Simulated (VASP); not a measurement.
# Rh (Fm-3m) in VASP: a series of runs

Rh is run at these levels: LDA; tasks: single point.

Everything below comes from runs of VASP 6.6.1. Logs are shortened: lines on timing, memory, paths and dates and some standing lists are left out, and cuts for length are marked.

### Step 1. The cell of the first run

The structure is cubic, space group Fm-3m (No. 225). Conventional cell: a = 3.755 Å, b = 3.755 Å, c = 3.755 Å, α = 90.00°, β = 90.00°, γ = 90.00°. Rh (site symmetry m-3m) has 12 Rh at 2.66 Å within 3.5 Å.

### Step 2. Single point, LDA

INCAR reads:

```
SYSTEM = Rh
PREC = Accurate ; ENCUT = 520
EDIFF = 1E-7 ; ISMEAR = 0
SIGMA = 1.0 ; LREAL = .FALSE.
LASPH = .TRUE. ; NELM = 80
ALGO = Normal ; ISIF = 2
LWAVE = .FALSE. ; LCHARG = .FALSE.
NBANDS = 14
```

KPOINTS reads:

```
regular mesh
0
G
  14 14 14
  0 0 0
```

POSCAR reads:

```
Rh
1.0
    0.0000000000      1.8776226225      1.8776226225
    1.8776226225      0.0000000000      1.8776226225
    1.8776226225      1.8776226225      0.0000000000
Rh
1
Direct
    0.0000000000      0.0000000000      0.0000000000
```

Potentials or basis: VASP PAW LDA potentials, release 64 (Rh_pv).

Run with:

```
$ cat potpaw_LDA.64/Rh_pv/POTCAR > POTCAR
$ mpirun -np 1 vasp_std > vasp.out
```

OUTCAR:

```text
SYSTEM = Rh
   PREC = Accurate
   ENCUT = 520
   EDIFF = 1E-7
   ISMEAR = 0
   LREAL = .FALSE.
   LASPH = .TRUE.
   NELM = 80
   ISIF = 2

 ion  position               nearest neighbor table
   1  0.000  0.000  0.000-

  LATTYP: Found a face centered cubic cell.
 ALAT       =     3.7552452450

  Lattice vectors:

 A1 = (   0.0000000000,   1.8776226225,   1.8776226225)
 A2 = (   1.8776226225,   0.0000000000,   1.8776226225)
 A3 = (   1.8776226225,   1.8776226225,   0.0000000000)

Analysis of symmetry for initial positions (statically):
=====================================================================
 Subroutine PRICEL returns:
 Original cell was already a primitive cell.

 Routine SETGRP: Setting up the symmetry group for a
 face centered cubic supercell.

 Subroutine GETGRP returns: Found 48 space group operations
 (whereof 48 operations were pure point group operations)
 out of a pool of 48 trial point group operations.

The static configuration has the point symmetry O_h .

Analysis of symmetry for dynamics (positions and initial velocities):
=====================================================================
 Subroutine PRICEL returns:
 Original cell was already a primitive cell.

 Routine SETGRP: Setting up the symmetry group for a
 face centered cubic supercell.

 Subroutine GETGRP returns: Found 48 space group operations
 (whereof 48 operations were pure point group operations)
 out of a pool of 48 trial point group operations.

The dynamic configuration has the point symmetry O_h .

 Subroutine INISYM returns: Found 48 space group operations
 (whereof 48 operations are pure point group operations),
 and found     1 'primitive' translations

----------------------------------------------------------------------------------------

                                     Primitive cell

  volume of cell :      13.2390

  direct lattice vectors                    reciprocal lattice vectors
     0.000000000  1.877622622  1.877622622    -0.266294192  0.266294192  0.266294192
     1.877622622  0.000000000  1.877622622     0.266294192 -0.266294192  0.266294192
     1.877622622  1.877622622  0.000000000     0.266294192  0.266294192 -0.266294192

  length of vectors
     2.655359378  2.655359378  2.655359378     0.461235071  0.461235071  0.461235071

  position of ions in fractional coordinates (direct lattice)
     0.000000000  0.000000000  0.000000000

  ion indices of the primitive-cell ions
   primitive index   ion index
                 1           1

----------------------------------------------------------------------------------------

 KPOINTS: regular mesh

Automatic generation of k-mesh.
 Grid dimensions read from file:
 generate k-points for:   14   14   14

 Generating k-lattice:

  Cartesian coordinates                     Fractional coordinates (reciprocal lattice)
    -0.019021014  0.019021014  0.019021014     0.071428571  0.000000000  0.000000000
     0.019021014 -0.019021014  0.019021014     0.000000000  0.071428571  0.000000000
     0.019021014  0.019021014 -0.019021014     0.000000000  0.000000000  0.071428571

  Length of vectors
     0.032945362  0.032945362  0.032945362

  Shift w.r.t. Gamma in fractional coordinates (k-lattice)
     0.000000000  0.000000000  0.000000000

 Subroutine IBZKPT returns following result:
 ===========================================

 Found    104 irreducible k-points:

 Following reciprocal coordinates:
            Coordinates               Weight
  0.000000  0.000000  0.000000      1.000000
  0.071429  0.000000  0.000000      8.000000
  0.142857  0.000000  0.000000      8.000000
  0.214286  0.000000  0.000000      8.000000
  0.285714  0.000000  0.000000      8.000000
  0.357143  0.000000  0.000000      8.000000
[... 16 lines left out ...]
  0.214286  0.142857  0.000000     24.000000
  0.285714  0.142857  0.000000     24.000000
 [... further k-points ...]
   k-points           NKPTS =    104   k-points in BZ     NKDIM =    104   number of bands    NBANDS=     14
   number of dos      NEDOS =    301   number of ions     NIONS =      1
   total plane-waves  NPLWV =   8000
   dimension x,y,z NGX =    20 NGY =   20 NGZ =   20
   dimension x,y,z NGXF=    40 NGYF=   40 NGZF=   40
   ions per type =               1
   NGX,Y,Z   is equivalent  to a cutoff of  12.52, 12.52, 12.52 a.u.
   NGXF,Y,Z  is equivalent  to a cutoff of  25.04, 25.04, 25.04 a.u.
 SYSTEM =  Rh
   PREC   = accura    normal or accurate (medium, high low for compatibility)
   ISTART =      0    job   : 0-new  1-cont  2-samecut
   ICHARG =      2    charge: 1-file 2-atom 10-const
   ISPIN  =      1    spin polarized calculation?
   LNONCOLLINEAR =      F non collinear calculations
   LSORBIT =      F    spin-orbit coupling
   LASPH  =      T    aspherical Exc in radial PAW
   ENCUT  =  520.0 eV  38.22 Ry    6.18 a.u.   4.94  4.94  4.94*2*pi/ulx,y,z
   NELM   =     80;   NELMIN=  2; NELMDL= -5     # of ELM steps
   EDIFF  = 0.1E-06   stopping-criterion for ELM
   LREAL  =      F    real-space projection
   EDIFFG = 0.1E-05   stopping-criterion for IOM
   NSW    =      0    number of steps for IOM
   IBRION =     -1    ionic relax: 0-MD 1-quasi-New 2-CG
   NFREE  =      0    steps in history (QN), initial steepest desc. (CG)
   ISIF   =      2    stress and relaxation
   ISYM   =      2    0-nonsym 1-usesym 2-fastsym
   POTIM  = 0.5000    time-step for ionic-motion
   TEBEG  =    0.0;   TEEND  =   0.0 temperature during run
   PSTRESS=    0.0 pullay stress
   NELECT =      15.0000    total number of electrons
   NUPDOWN=      -1.0000    fix difference up-down
   EMIN   =  10.00;   EMAX   =-10.00  energy-range for DOS
   EFERMI =   0.00;   METHOD = LEGACY
   ISMEAR =     0;   SIGMA  =   1.00  broadening in eV -4-tet -1-fermi 0-gaus
   EFERMI_NEDOS =   21; number of points for ismear=-14 and -15
   IALGO  =     38    algorithm
   IMIX   =      4    mixing-type and parameters
     AMIX     =   0.40;   BMIX     =  1.00
     AMIX_MAG =   1.60;   BMIX_MAG =  1.00
  volume/ion in A,a.u.               =      13.24        89.34
  Fermi-wavevector in a.u.,A,eV,Ry     =   1.706686  3.225169 39.630735  2.912777
  Thomas-Fermi vector in A             =   2.785677
   LORBIT       =      0    0 simple, 1 ext, 2 COOP (PROOUT), +10 PAW based schemes
   GGA     = CA    functional components
   LHFCALC =     F    Hartree Fock is set to
   AEXX    =    0.0000 exact exchange contribution
   IVDW    =     0    specifies the selected vdW correction
   LEPSILON=     F    determine dielectric tensor
   LRPA    =     F    only Hartree local field effects (RPA)
 non-spin polarized calculation
 Gauss-broadening in eV      SIGMA  =   1.00
  energy-cutoff  :      520.00
  volume of cell :       13.24
 maximum number of plane-waves:       368
   NGX =  9   NGY =  9   NGZ =  9

 number of electron      15.0000002 magnetization

 Free energy of the ion-electron system (eV)
  ---------------------------------------------------
  ext. energy  EPLUGINS =         0.00000000
  ---------------------------------------------------
  free energy    TOTEN  =        -9.00223837 eV

  energy without entropy =       -8.37854551  energy(sigma->0) =       -8.69039194

 E-fermi :  12.4070     XC(G=0): -14.5896

 val. band max:       12.3907569815   @ k =   0.4286   0.3571   0.0000
 cond. band min:      12.4089424417   @ k =   0.3571   0.0000   0.0000
 fundamental gap:      0.0181854602
 Fermi energy:        12.4070292584

 k-point     1 :       0.0000    0.0000    0.0000
  band No.  band energies     occupation
      1     -33.7516      2.00000
      2     -33.7516      2.00000
      3     -33.7516      2.00000
      4       4.1130      2.00000
      5       9.1650      2.00000
      6       9.1650      2.00000
      7       9.1650      2.00000
      8      11.4096      1.84165
      9      11.4096      1.84165
     10      28.3396      0.00000
     11      32.7560      0.00000
     12      33.9474      0.00000
     13      33.9474      0.00000
     14      33.9474      0.00000

 k-point     2 :       0.0714    0.0000    0.0000
  band No.  band energies     occupation
      1     -33.7954      2.00000
      2     -33.7574      2.00000
      3     -33.7574      2.00000
      4       4.3259      2.00000
      5       9.0686      2.00000
      6       9.2493      1.99999
      7       9.2493      1.99999
      8      11.3615      1.86076
      9      11.3615      1.86076
     10      28.6605      0.00000
     11      32.7485      0.00000
     12      32.8912      0.00000
     13      34.2700      0.00000
     14      34.2700      0.00000

 k-point     3 :       0.1429    0.0000    0.0000
  band No.  band energies     occupation
      1     -33.9173      2.00000
      2     -33.7737      2.00000
      3     -33.7737      2.00000
      4       4.9128      2.00000
      5       8.8634      2.00000
      6       9.4449      1.99997
      7       9.4449      1.99997
      8      11.2881      1.88645
      9      11.2881      1.88645
     10      29.4540      0.00000
     11      30.8994      0.00000
     12      32.7575      0.00000
     13      35.1884      0.00000
     14      35.1884      0.00000

 k-point     4 :       0.2143    0.0000    0.0000
  band No.  band energies     occupation
      1     -34.0910      2.00000
      2     -33.7973      2.00000
      3     -33.7973      2.00000
      4       5.6571      2.00000
      5       8.8292      2.00000
      6       9.5688      1.99994
      7       9.5688      1.99994
      8      11.3964      1.84706
      9      11.3964      1.84705
     10      28.8039      0.00000
     11      30.1294      0.00000
     12      32.7567      0.00000
     13      36.5391      0.00000
     14      36.5391      0.00000

 k-point     5 :       0.2857    0.0000    0.0000
  band No.  band energies     occupation
      1     -34.2804      2.00000
      2     -33.8233      2.00000
      3     -33.8233      2.00000
      4       6.1037      2.00000
      5       9.4547      1.99997
      6       9.4824      1.99996
      7       9.4824      1.99996
      8      11.8248      1.58972
      9      11.8248      1.58972
     10      26.6635      0.00000
     11      29.8127      0.00000
[... 276 lines left out ...]
 k-point    22 :       0.1429    0.1429    0.0000
  band No.  band energies     occupation
      1     -33.9121      2.00000
      2     -33.8109      2.00000
      3     -33.8109      2.00000
      4       5.1832      2.00000
      5       8.4589      2.00000
      6       9.7548      1.99982
      7       9.7548      1.99982
      8      10.6847      1.98514
      9      11.6918      1.68820
     10      29.9740      0.00000
     11      32.0504      0.00000
     12      32.7585      0.00000
     13      33.8792      0.00000
     14      33.8792      0.00000

 k-point    23 :       0.2143    0.1429    0.0000
  band No.  band energies     occupation
      1     -34.0249      2.00000
      2     -33.8404      2.00000
      3     -33.8334      2.00000
      4       5.7891      2.00000
      5       8.1683      2.00000
      6       9.8717      1.99966
      7      10.0280      1.99923
      8      10.6874      1.98498
      9      11.8550      1.56498
     10      30.6153      0.00000
     11      30.8799      0.00000
     12      32.7564      0.00000
     13      33.6964      0.00000
     14      34.2346      0.00000

 k-point    24 :       0.2857    0.1429    0.0000
  band No.  band energies     occupation
      1     -34.1799      2.00000
      2     -33.8696      2.00000
      3     -33.8605      2.00000
      4       6.4315      2.00000
      5       8.0903      2.00000
      6       9.5299      1.99995
      7      10.1332      1.99870
      8      11.4691      1.81530
      9      12.1850      1.24643
     10      28.6572      0.00000
     11      31.0336      0.00000
     12      32.7556      0.00000
     13      33.4582      0.00000
     14      34.6385      0.00000

 [... further k-points ...]

------------------------ aborting loop because EDIFF is reached ----------------------------------------

  FORCE on cell =-STRESS in cart. coord.  units (eV):
  Direction    XX          YY          ZZ          XY          YZ          ZX
  --------------------------------------------------------------------------------------
  -------------------------------------------------------------------------------------
  Total        0.5553286      0.5553286      0.5553286      0.0000000      0.0000000      0.0000000
  in kB       67.2056331     67.2056331     67.2056331      0.0000000      0.0000000      0.0000000
  external PRESSURE =      67.2056331 kB  Pullay stress =       0.0000000 kB

 VOLUME and BASIS-vectors are now :
 -----------------------------------------------------------------------------
  energy-cutoff  :      520.00
  volume of cell :       13.24
      direct lattice vectors                 reciprocal lattice vectors
     0.000000000  1.877622622  1.877622622    -0.266294192  0.266294192  0.266294192
     1.877622622  0.000000000  1.877622622     0.266294192 -0.266294192  0.266294192
     1.877622622  1.877622622  0.000000000     0.266294192  0.266294192 -0.266294192

 POSITION                                       TOTAL-FORCE (eV/Angst)
 -----------------------------------------------------------------------------------
      0.00000      0.00000      0.00000         0.000000      0.000000      0.000000
 -----------------------------------------------------------------------------------
    total drift:                                0.000000     -0.000000      0.000000

  FREE ENERGIE OF THE ION-ELECTRON SYSTEM (eV)
  ---------------------------------------------------
  free  energy   TOTEN  =        -9.0022383704 eV

  energy  without entropy=       -8.3785455094  energy(sigma->0) =       -8.69039194
```

Run time: 5.9 s. Hardware: 1 thread of Intel Xeon 6975P-C (Granite Rapids), shared host; peak memory 0.12 GiB.

What came out:

```yaml
Free_energy: -9.0022 eV
Pressure: 6.7 GPa
```

Levels at points of the mesh, in eV from the Fermi level:
```csv
k point,band 3,band 4,band 5,band 6,band 7,band 8,band 9,band 10,band 11,band 12
"(0.00, 0.00, 0.00)",-46.16,-8.29,-3.24,-3.24,-3.24,-1.00,-1.00,15.93,20.35,21.54
"(0.50, 0.00, 0.00)",-46.28,-6.45,-3.33,-3.33,0.67,0.68,0.68,9.03,15.45,20.35
"(0.50, 0.50, 0.00)",-46.47,-6.69,-6.29,0.65,1.13,1.13,3.28,12.77,13.45,13.45
```

### Step 3. Single point, LDA

INCAR reads:

```
PREC = Accurate
ENCUT = 520
EDIFF = 1E-6
ISMEAR = 1
SIGMA = 0.01
LREAL = F
LASPH = T
NELM = 80
ALGO = Normal
ISIF = 2
LWAVE = F
LCHARG = F
NBANDS = 14
```

KPOINTS reads:

```
regular mesh
0
Gamma
  14 14 14
```

POSCAR is that of step 2.

Potentials or basis: VASP PAW LDA potentials, release 64 (Rh_pv).

Run with:

```
$ cat potpaw_LDA.64/Rh_pv/POTCAR > POTCAR
$ mpirun -np 1 vasp_std > vasp.out
```

Wall time 5.7 s (1 thread of Intel Xeon 6975P-C (Granite Rapids), shared host); peak memory 0.13 GiB.

Results (log left out):

| Quantity | Value |
| --- | --- |
| Free energy | -8.6828 eV |
| Pressure | 0.5 GPa |

Levels at points of the mesh, in eV from the Fermi level:
| k point | band 4 | band 5 | band 6 | band 7 | band 8 | band 9 | band 10 | band 11 |
| --- | --- | --- | --- | --- | --- | --- | --- | --- |
| (0.00, 0.00, 0.00) | -8.26 | -3.24 | -3.24 | -3.24 | -0.99 | -0.99 | 15.96 | 20.31 |
| (0.50, 0.00, 0.00) | -6.44 | -3.32 | -3.32 | 0.68 | 0.68 | 0.70 | 9.04 | 15.49 |
| (0.50, 0.50, 0.00) | -6.66 | -6.29 | 0.66 | 1.12 | 1.12 | 3.30 | 12.79 | 13.48 |

### Step 4. Single point, LDA

INCAR reads:

```
SYSTEM = Rh
  ALGO = Normal
  EDIFF = 1E-7
  ENCUT = 520
  ISIF = 2
  ISMEAR = 1
  LASPH = .TRUE.
  LCHARG = .FALSE.
  LREAL = .FALSE.
  LWAVE = .FALSE.
  NBANDS = 14
  NELM = 100
  PREC = Accurate
  SIGMA = 0.03
```

KPOINTS reads:

```
k-points
0
G
  14 14 14
  0 0 0
```

POSCAR is that of step 3.

Run with:

```
$ cat potpaw_LDA.64/Rh_pv/POTCAR > POTCAR
$ mpirun -np 1 vasp_std > vasp.out
```

Wall time 5.9 s (1 thread of Intel Xeon 6975P-C (Granite Rapids), shared host); peak memory 0.13 GiB.

It converged, with:

```
Free energy : -8.6828 eV
Pressure    : 0.5 GPa
```

Levels at points of the mesh, in eV from the Fermi level:
| k point | band 3 | band 4 | band 5 | band 6 | band 7 | band 8 | band 9 | band 10 | band 11 | band 12 |
| --- | --- | --- | --- | --- | --- | --- | --- | --- | --- | --- |
| (0.00, 0.00, 0.00) | -46.17 | -8.26 | -3.24 | -3.24 | -3.24 | -0.99 | -0.99 | 15.96 | 20.31 | 21.58 |
| (0.50, 0.00, 0.00) | -46.29 | -6.44 | -3.32 | -3.32 | 0.68 | 0.68 | 0.70 | 9.04 | 15.49 | 20.31 |
| (0.50, 0.50, 0.00) | -46.48 | -6.66 | -6.28 | 0.66 | 1.12 | 1.12 | 3.30 | 12.79 | 13.48 | 13.48 |

### Step 5. Single point, LDA

INCAR reads:

```
ALGO = Normal ; EDIFF = 1E-7
ENCUT = 520 ; ISIF = 2
ISMEAR = 1 ; LASPH = True
LCHARG = False ; LREAL = False
LWAVE = False ; NBANDS = 14
NELM = 80 ; PREC = Accurate
SIGMA = 0.1
```

KPOINTS reads:

```
k-points
0
Gamma
  14 14 14
```

POSCAR is that of step 4.

Run with:

```
$ cat potpaw_LDA.64/Rh_pv/POTCAR > POTCAR
$ mpirun -np 1 vasp_std > vasp.out
```

It took 8.1 s on 1 thread of Intel Xeon Platinum 8488C (Sapphire Rapids), shared host; peak memory 0.13 GiB.

It converged, with:

| Property | Result |
| --- | --- |
| Free energy | -8.6831 eV |
| Pressure | 0.5 GPa |

Levels at points of the mesh, in eV from the Fermi level:
```tsv
k point	band 4	band 5	band 6	band 7	band 8	band 9	band 10	band 11
(0.00, 0.00, 0.00)	-8.27	-3.25	-3.25	-3.25	-1.00	-1.00	15.95	20.30
(0.50, 0.00, 0.00)	-6.45	-3.33	-3.33	0.67	0.67	0.69	9.03	15.48
(0.50, 0.50, 0.00)	-6.67	-6.29	0.65	1.11	1.11	3.29	12.78	13.47
```

### Step 6. Single point, LDA

INCAR reads:

```
SYSTEM = Rh
PREC = Accurate
ENCUT = 520
EDIFF = 1E-6
ISMEAR = 1
SIGMA = 0.2
LREAL = .False.
LASPH = .True.
NELM = 60
ALGO = Normal
ISIF = 2
LWAVE = .False.
LCHARG = .False.
NBANDS = 14
```

KPOINTS reads:

```
regular mesh
0
Gamma
  14 14 14
  0 0 0
```

POSCAR is that of step 5.

Potentials or basis: VASP PAW LDA potentials, release 64 (Rh_pv).

Run with:

```
$ cat potpaw_LDA.64/Rh_pv/POTCAR > POTCAR
$ mpirun -np 1 vasp_std > vasp.out
```

Wall time 8.2 s (1 thread of Intel Xeon Platinum 8488C (Sapphire Rapids), shared host); peak memory 0.13 GiB.

The run converged. Its results:

```yaml
Free_energy: -8.6835 eV
Pressure: 0.5 GPa
```

Levels at points of the mesh, in eV from the Fermi level:
```
           k point  band 4  band 5  band 6  band 7  band 8  band 9  band 10  band 11
(0.00, 0.00, 0.00)   -8.29   -3.27   -3.27   -3.27   -1.02   -1.02    15.93    20.28
(0.50, 0.00, 0.00)   -6.47   -3.35   -3.35    0.65    0.65    0.67     9.01    15.46
(0.50, 0.50, 0.00)   -6.69   -6.32    0.63    1.09    1.09    3.27    12.76    13.45
```

### Step 7. The runs side by side

| smearing | gap on the mesh (eV) | pressure (GPa) |
| --- | --- | --- |
| gaussian 1 eV | none | 6.7 |
| methfessel-paxton 0.01 eV | none | 0.5 |
| methfessel-paxton 0.03 eV | none | 0.5 |
| methfessel-paxton 0.1 eV | none | 0.5 |
| methfessel-paxton 0.2 eV | none | 0.5 |

Alike in all rows: task single point; level LDA; potentials or basis VASP PAW LDA potentials, release 64 (Rh_pv); no spin polarisation; cell as given; k mesh 14 × 14 × 14; cutoff (eV) 520.

Every run on the cell as given and a fine mesh finds a metal.

Absolute energies hang on the potentials; compare differences alone.
